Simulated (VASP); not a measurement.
Crystal: Ga2GeSe2.

```
Ga Ge Se
1.0
     3.85000    0.00000    0.00000
    -1.92500    3.33420    0.00000
     0.00000    0.00000   19.00000
Ga Ge Se
4 2 4
Cartesian
  1.9250 1.1114 12.3500
  0.0000 2.2228 6.6500
  0.0000 0.0000 1.2160
  0.0000 0.0000 17.7840
  0.0000 2.2228 9.1010
  1.9250 1.1114 9.8990
  0.0000 0.0000 5.4910
  0.0000 0.0000 13.5090
  1.9250 1.1114 16.6060
  0.0000 2.2228 2.3940
```

```yaml
Program: VASP 6.6.1
Task: relaxation of cell and atoms
Functional: PBE
Potentials_or_basis: VASP PAW PBE potentials, release 64 (Ga_d, Ge_d, Se)
Cutoff: 600 eV
k_mesh: 4 × 4 × 1
Occupations: gaussian, width 0.15 eV
Spin: no spin polarisation
```

At the start: pressure 2.3 GPa; volume 24.39 Å³/atom.

Q: Where does the relaxation end?

A: Over 10 steps the energy falls by 17.2 meV/atom and the volume is 26.01 Å³/atom (+6.7 %); space group P-3m1 (No. 164, to 0.1 Å) before and after.

Step by step:
| step | energy change (eV) | largest force (eV/Å) | pressure (GPa) | volume (Å³) |
| --- | --- | --- | --- | --- |
| 1 | 0.0000 | 0.7002 | 2.27 | 243.90 |
| 2 | -0.1174 | 0.3858 | -0.39 | 256.29 |
| 3 | -0.1177 | 0.3801 | -0.27 | 255.63 |
| 4 | -0.1476 | 0.2040 | -0.02 | 256.27 |
| 5 | -0.1519 | 0.2441 | 0.10 | 256.64 |
| 6 | -0.1598 | 0.1101 | 0.05 | 257.48 |
| 7 | -0.1613 | 0.1127 | 0.01 | 258.02 |
| 8 | -0.1654 | 0.0923 | 0.01 | 258.51 |
| 9 | -0.1684 | 0.1426 | 0.04 | 259.41 |
| 10 | -0.1720 | 0.0750 | -0.03 | 260.13 |

Final structure:
```cif
data_structure
_symmetry_space_group_name_H-M 'P 1'
_symmetry_Int_Tables_number 1
_cell_length_a 3.9504
_cell_length_b 3.9504
_cell_length_c 19.2475
_cell_angle_alpha 90.000
_cell_angle_beta 90.000
_cell_angle_gamma 120.000
_cell_volume 260.13
loop_
_atom_site_label
_atom_site_type_symbol
_atom_site_fract_x
_atom_site_fract_y
_atom_site_fract_z
_atom_site_occupancy
Ga1 Ga 0.66667 0.33333 0.65066 1
Ga2 Ga 0.33333 0.66667 0.34934 1
Ga3 Ga 0.00000 0.00000 0.06389 1
Ga4 Ga 0.00000 0.00000 0.93611 1
Ge1 Ge 0.33333 0.66667 0.47785 1
Ge2 Ge 0.66667 0.33333 0.52215 1
Se1 Se 0.00000 0.00000 0.29239 1
Se2 Se 0.00000 0.00000 0.70761 1
Se3 Se 0.66667 0.33333 0.87968 1
Se4 Se 0.33333 0.66667 0.12032 1
```

Caveat: the k points lie up to 0.46 Å⁻¹ apart in the final cell; this functional lacks dispersion, which binds layers or chains, so the pressure and a relaxed spacing across them are unreliable; the relaxation stopped at a loose force limit of 0.08 eV/Å, so its end isn't a converged minimum.
